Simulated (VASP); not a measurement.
Wanted: the native input for a VASP 6.6.1 run.

* Task: single point
* Functional: PBE
* Potentials or basis: VASP PAW PBE potentials, release 64 (Si)
* Cutoff: 520 eV
* k mesh: 1 × 1 × 4
* Occupations: gaussian, width 0.05 eV
* Spin: collinear spin
* Starting moments: [0.3, 0.3, 0.3, 0.3, 0.3, 0.3, 0.3, 0.3, 0.3, 0.3, 0.3, 0.3, 0.3, 0.3, 0.3, 0.3, 0.3, 0.3] μB
* Dipole correction: no
* Further INCAR settings: LREAL = Auto; ALGO = Normal; EDIFF = 1e-07; NBANDS = 55

The structure of Si lies in POSCAR:

```
Si
1.0
   14.6000000000      0.0000000000      0.0000000000
    0.0000000000     13.2000000000      0.0000000000
    0.0000000000      0.0000000000      9.4737579537
Si
18
Direct
    0.6147081934      0.5000000000      0.2500000000
    0.3088196777      0.5000000000      0.9166666667
    0.3852918066      0.3534982769      0.0000000000
    0.6911803223      0.3534982769      0.3333333333
    0.5382360645      0.6465017231      0.6666666667
    0.4617639355      0.5000000000      0.5833333333
    0.3852918066      0.6465017231      0.0000000000
    0.6911803223      0.6465017231      0.3333333333
    0.5382360645      0.3534982769      0.6666666667
    0.3852918066      0.3534982769      0.2500000000
    0.6911803223      0.3534982769      0.5833333333
    0.5382360645      0.6465017231      0.9166666667
    0.6147081934      0.5000000000      0.0000000000
    0.3088196777      0.5000000000      0.6666666667
    0.3852918066      0.6465017231      0.2500000000
    0.6911803223      0.6465017231      0.5833333333
    0.5382360645      0.3534982769      0.9166666667
    0.4617639355      0.5000000000      0.3333333333
```

The input as run:

INCAR

```
ALGO = Normal
EDIFF = 1E-7
ENCUT = 520
GGA = PE
ISIF = 2
ISMEAR = 0
ISPIN = 2
LASPH = True
LCHARG = True
LELF = True
LORBIT = 11
LREAL = Auto
LVHAR = True
LWAVE = False
MAGMOM = 0.3 0.3 0.3 0.3 0.3 0.3 0.3 0.3 0.3 0.3 0.3 0.3 0.3 0.3 0.3 0.3 0.3 0.3
NBANDS = 55
NELM = 150
PREC = Accurate
SIGMA = 0.05
```

KPOINTS

```
k-points
0
Gamma
  1 1 4
```

Potentials or basis: VASP PAW PBE potentials, release 64 (Si).

The run is started by

```sh
$ cat potpaw_PBE.64/Si/POTCAR > POTCAR
$ mpirun -np 1 vasp_std > vasp.out
```

It gave:

* Largest force: 0.903 eV/Å
* Net moment: 2.47 μB per cell
* Site moments: Si +0.02, +0.06, +0.04, +0.01, +0.13, +0.05 (each value once) μB
* Valence electrons inside the program's atomic spheres: Si 1.66, 1.62, 1.59, 1.58, 1.61 (each value once)

Run time: 38 min on 1 thread of Oxide Virtual Turin-like Processor, on a shared host, peak memory 2 GiB.
